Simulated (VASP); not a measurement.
# HfC (Fm-3m) in VASP: a series of runs, part 2 of 2

VASP 6.6.1.

### Step 4. Single point, PBEsol+U

The input, INCAR:

```
  PREC = Accurate
  ENCUT = 520
  EDIFF = 1E-6
  ISMEAR = -1
  SIGMA = 0.05
  LREAL = False
  LASPH = True
  NELM = 150
  ALGO = Normal
  ISIF = 2
  LWAVE = False
  LCHARG = False
  LMAXMIX = 4
  LDAU = True
  LDAUTYPE = 2
  LDAUL = 2 -1
  LDAUU = 2 0
  LDAUJ = 0 0
  LDAUPRINT = 1
  GGA = PS
  NBANDS = 14
```

The input, KPOINTS:

```
Automatic mesh
0
Gamma
  10 10 10
```

The input, POSCAR:

```
HfC
1.0
    0.0000000000      2.3250000000      2.3250000000
    2.3250000000      0.0000000000      2.3250000000
    2.3250000000      2.3250000000      0.0000000000
Hf C
1 1
Direct
    0.5000000000      0.5000000000      0.5000000000
    0.0000000000      0.0000000000      0.0000000000
```

Potentials or basis: VASP PAW PBE potentials, release 64 (Hf_pv, C).

On the command line:

```console
> cat potpaw_PBE.64/Hf_pv/POTCAR potpaw_PBE.64/C/POTCAR > POTCAR
> mpirun -np 1 vasp_std > vasp.out
```

OUTCAR:

```text
PREC = Accurate
   ENCUT = 520
   EDIFF = 1E-6
   ISMEAR = -1
   LREAL = False
   LASPH = True
   NELM = 150
   ISIF = 2
   GGA = PS

 ion  position               nearest neighbor table
   1  0.500  0.500  0.500-   2 2.33   2 2.33   2 2.33   2 2.33   2 2.33   2 2.33
   2  0.000  0.000  0.000-   1 2.33   1 2.33   1 2.33   1 2.33   1 2.33   1 2.33

  LATTYP: Found a face centered cubic cell.
 ALAT       =     4.6500000000

  Lattice vectors:

 A1 = (   0.0000000000,   2.3250000000,   2.3250000000)
 A2 = (   2.3250000000,   0.0000000000,   2.3250000000)
 A3 = (   2.3250000000,   2.3250000000,   0.0000000000)

Analysis of symmetry for initial positions (statically):
=====================================================================
 Subroutine PRICEL returns:
 Original cell was already a primitive cell.

 Routine SETGRP: Setting up the symmetry group for a
 face centered cubic supercell.

 Subroutine GETGRP returns: Found 48 space group operations
 (whereof 48 operations were pure point group operations)
 out of a pool of 48 trial point group operations.

The static configuration has the point symmetry O_h .

Analysis of symmetry for dynamics (positions and initial velocities):
=====================================================================
 Subroutine PRICEL returns:
 Original cell was already a primitive cell.

 Routine SETGRP: Setting up the symmetry group for a
 face centered cubic supercell.

 Subroutine GETGRP returns: Found 48 space group operations
 (whereof 48 operations were pure point group operations)
 out of a pool of 48 trial point group operations.

The dynamic configuration has the point symmetry O_h .

 Subroutine INISYM returns: Found 48 space group operations
 (whereof 48 operations are pure point group operations),
 and found     1 'primitive' translations

----------------------------------------------------------------------------------------
[... 163 lines left out ...]
  o =  0.2352  v =  0.0000 -0.0000  0.0172  0.0000 -0.9999  0.0000  0.0000  0.0000  0.0000  0.0000      0.0000  0.0000  0.0000  0.0000  0.0000  0.0000  0.0000  0.0000  0.0000  0.0000
  o =  0.2352  v =  0.0000  0.0000  0.0000  0.0000  0.0000  0.0000  0.0000 -0.9999  0.0000 -0.0172      0.0000  0.0000  0.0000  0.0000  0.0000  0.0000  0.0000  0.0000  0.0000  0.0000
  o =  0.2352  v =  0.0000  0.0000 -0.9999  0.0000 -0.0172  0.0000  0.0000  0.0000  0.0000  0.0000      0.0000  0.0000  0.0000  0.0000  0.0000  0.0000  0.0000  0.0000  0.0000  0.0000

 number of electron      14.0000000 magnetization

 Free energy of the ion-electron system (eV)
  ---------------------------------------------------
  ext. energy  EPLUGINS =         0.00000000
  ---------------------------------------------------
  free energy    TOTEN  =       -20.81413954 eV

  energy without entropy =      -20.81121662  energy(sigma->0) =      -20.81267808

 E-fermi :   6.1048     XC(G=0): -12.4206

 val. band max:        6.0766941687   @ k =   0.1000   0.0000   0.0000
 cond. band min:       6.1694218202   @ k =   0.2000   0.2000   0.0000
 fundamental gap:      0.0927276515
 Fermi energy:         6.1047692181

 k-point     1 :       0.0000    0.0000    0.0000
  band No.  band energies     occupation
      1     -23.8782      2.00000
      2     -23.8782      2.00000
      3     -23.8782      2.00000
      4      -6.3803      2.00000
      5       7.0091      0.00000
      6       7.0091      0.00000
      7       7.0091      0.00000
      8       7.6423      0.00000
      9       7.6423      0.00000
     10       7.6423      0.00000
     11       9.5351      0.00000
     12       9.5351      0.00000
     13      12.7363      0.00000
     14      16.7432      0.00000
[... 377 lines left out ...]
      1     -24.3669      2.00000
      2     -24.0749      2.00000
      3     -24.0544      2.00000
      4      -4.1769      2.00000
      5       2.2320      2.00000
      6       4.2878      2.00000
      7       5.3099      2.00000
      8       6.2916      0.04658
      9      11.5390      0.00000
     10      12.7066      0.00000
     11      12.8218      0.00000
     12      14.2655      0.00000
     13      17.4716      0.00000
     14      18.5774      0.00000

 [... further k-points ...]
[... 5 lines left out ...]
  --------------------------------------------------------------------------------------
  -------------------------------------------------------------------------------------
  Total        0.0340308      0.0340308      0.0340308      0.0000000      0.0000000      0.0000000
  in kB        2.1691229      2.1691229      2.1691229      0.0000000      0.0000000      0.0000000
  external PRESSURE =       2.1691229 kB  Pullay stress =       0.0000000 kB

 VOLUME and BASIS-vectors are now :
 -----------------------------------------------------------------------------
  energy-cutoff  :      520.00
  volume of cell :       25.14
      direct lattice vectors                 reciprocal lattice vectors
     0.000000000  2.325000000  2.325000000    -0.215053763  0.215053763  0.215053763
     2.325000000  0.000000000  2.325000000     0.215053763 -0.215053763  0.215053763
     2.325000000  2.325000000  0.000000000     0.215053763  0.215053763 -0.215053763

 POSITION                                       TOTAL-FORCE (eV/Angst)
 -----------------------------------------------------------------------------------
      2.32500      2.32500      2.32500        -0.000000      0.000000      0.000000
      0.00000      0.00000      0.00000         0.000000     -0.000000     -0.000000
 -----------------------------------------------------------------------------------
    total drift:                                0.000000     -0.000000      0.000000

  FREE ENERGIE OF THE ION-ELECTRON SYSTEM (eV)
  ---------------------------------------------------
  free  energy   TOTEN  =       -20.8141395422 eV

  energy  without entropy=      -20.8112166166  energy(sigma->0) =      -20.81267808
```

OSZICAR:

```text
N       E                     dE             d eps       ncg     rms          rms(c)
DAV:   1     0.232006909475E+02    0.23201E+02   -0.78550E+03  1332   0.984E+02
DAV:   2    -0.225230671499E+02   -0.45724E+02   -0.42973E+02  1702   0.202E+02
DAV:   3    -0.240779161445E+02   -0.15548E+01   -0.15500E+01  1562   0.270E+01
DAV:   4    -0.240846788142E+02   -0.67627E-02   -0.67621E-02  1544   0.219E+00
DAV:   5    -0.240847214853E+02   -0.42671E-04   -0.42671E-04  1616   0.156E-01    0.588E+01
DAV:   6    -0.208838016247E+02    0.32009E+01   -0.11289E+01  1460   0.180E+01    0.431E+01
DAV:   7    -0.208320060296E+02    0.51796E-01   -0.56150E-01  1664   0.520E+00    0.256E+01
DAV:   8    -0.208220181027E+02    0.99879E-02   -0.90282E-02  1592   0.223E+00    0.635E+00
DAV:   9    -0.208144617854E+02    0.75563E-02   -0.26036E-02  1508   0.927E-01    0.226E+00
DAV:  10    -0.208141452061E+02    0.31658E-03   -0.17754E-03  1696   0.301E-01    0.587E-02
DAV:  11    -0.208141402942E+02    0.49119E-05   -0.93671E-05  1508   0.818E-02    0.130E-02
DAV:  12    -0.208141395422E+02    0.75205E-06   -0.36421E-06  1658   0.157E-02
   1 F= -.20814140E+02 E0= -.20812678E+02  d E =-.292293E-02
```

stdout:

```text
POSCAR found type information on POSCAR HfC
 POSCAR found :  2 types and       2 ions
 scaLAPACK will be used
 -----------------------------------------------------------------------------
|                                                                             |
|                                                                             |
|     You enforced a specific xc type in the INCAR file but a different       |
|     I HOPE YOU KNOW WHAT YOU ARE DOING!                                     |
|                                                                             |
 -----------------------------------------------------------------------------

 LDA part: xc-table for (Slater+PW92), standard interpolation
 POSCAR, INCAR and KPOINTS ok, starting setup
 FFT: planning ... GRIDC
 FFT: planning ... GRID_SOFT
 FFT: planning ... GRID
 WAVECAR not read
 entering main loop
```

Run time: 5.2 s. Hardware: 1 thread of Intel Xeon 6975P-C (Granite Rapids), shared host; peak memory 0.14 GiB.

What came out:

```yaml
Free_energy: -20.8141 eV
Pressure: 0.2 GPa
Band_gap_on_the_k_mesh: zero (band 7 reaches 7.01 eV, above the bottom of band 8 at 5.62 eV)
```

Eigenvalues of the final occupation matrices:
```
    site  spin  trace               eigenvalues
site 1 d     1   0.82  0.12 0.12 0.12 0.24 0.24
site 1 d     2   0.82  0.12 0.12 0.12 0.24 0.24
```

Caveat: the PAW data sets were made with another functional, which shifts forces and pressure a little; spin-orbit coupling is left out, which moves the levels of the heavy elements; U without spin polarisation on a metal has little footing; the U is typed as a test and isn't derived for this compound.

### Step 5. Single point, PBEsol+U

The input, INCAR:

```
SYSTEM = HfC
PREC = Accurate
ENCUT = 520
EDIFF = 1E-6
ISMEAR = -1
SIGMA = 0.05
LREAL = .FALSE.
LASPH = .TRUE.
NELM = 150
ALGO = Normal
ISIF = 2
LWAVE = .FALSE.
LCHARG = .FALSE.
LMAXMIX = 4
LDAU = .TRUE.
LDAUTYPE = 2
LDAUL = 2 -1
LDAUU = 4 0
LDAUJ = 0 0
LDAUPRINT = 1
GGA = PS
NBANDS = 14
```

The input, KPOINTS:

```
Automatic mesh
0
G
  10 10 10
  0 0 0
```

POSCAR is that of step 4.

On the command line:

```console
> cat potpaw_PBE.64/Hf_pv/POTCAR potpaw_PBE.64/C/POTCAR > POTCAR
> mpirun -np 1 vasp_std > vasp.out
```

Wall time 5 s (1 thread of Intel Xeon 6975P-C (Granite Rapids), shared host); peak memory 0.14 GiB.

The run converged. Its results:

```
Free energy            : -19.5092 eV
Pressure               : 7.6 GPa
Band gap on the k mesh : zero (band 7 reaches 7.18 eV, above the bottom of band 8 at 5.82 eV)
```

Levels at points of the mesh, in eV from the Fermi level:
| k point | band 3 | band 4 | band 5 | band 6 | band 7 | band 8 | band 9 | band 10 | band 11 | band 12 |
| --- | --- | --- | --- | --- | --- | --- | --- | --- | --- | --- |
| (0.00, 0.00, 0.00) | -30.42 | -12.64 | 0.82 | 0.82 | 0.82 | 1.79 | 1.79 | 1.79 | 3.56 | 3.56 |
| (0.50, 0.00, 0.00) | -30.49 | -8.76 | -6.39 | -2.94 | -2.94 | 5.86 | 5.86 | 6.00 | 6.07 | 11.52 |
| (0.50, 0.50, 0.00) | -30.65 | -10.44 | -2.99 | -1.54 | -0.36 | -0.36 | 5.53 | 7.39 | 7.39 | 7.79 |

Eigenvalues of the final occupation matrices:
```
    site  spin  trace               eigenvalues
site 1 d     1   0.78  0.11 0.11 0.11 0.23 0.23
site 1 d     2   0.78  0.11 0.11 0.11 0.23 0.23
```

Caveat: the PAW data sets were made with another functional, which shifts forces and pressure a little; spin-orbit coupling is left out, which moves the levels of the heavy elements; U without spin polarisation on a metal has little footing; the U is typed as a test and isn't derived for this compound.

### Step 6. Overview

```csv
task,level,potentials or basis,spin,U,cell,k mesh,cutoff (eV),gap on the mesh (eV),pressure (GPa)
relaxation of cell and atoms,RPBE+D4,"VASP PAW PBE potentials, release 64 (Hf_pv, C)",off,-,relaxed,10 × 10 × 10,600,none,0.0
single point,LDA,"VASP PAW LDA potentials, release 64 (Hf_pv, C)","non-collinear, zero start, SOC",-,as given,7 × 7 × 7,520,-,-11.7
single point,PBEsol+U,"VASP PAW PBE potentials, release 64 (Hf_pv, C)",off,Hf d U = 2.0 eV,as given,10 × 10 × 10,520,none,0.2
single point,PBEsol+U,"VASP PAW PBE potentials, release 64 (Hf_pv, C)",off,Hf d U = 4.0 eV,as given,10 × 10 × 10,520,none,7.6
```

Alike in all rows: smearing fermi-dirac 0.05 eV.

Caveats: the PAW data sets were made with another functional, which shifts forces and pressure a little (some runs); spin-orbit coupling is left out, which moves the levels of the heavy elements (some runs); U without spin polarisation on a metal has little footing (some runs); the U is typed as a test and isn't derived for this compound (some runs); pairwise dispersion overbinds metals, which lowers pressure and volume (some runs).

Absolute energies hang on the potentials; compare differences alone.
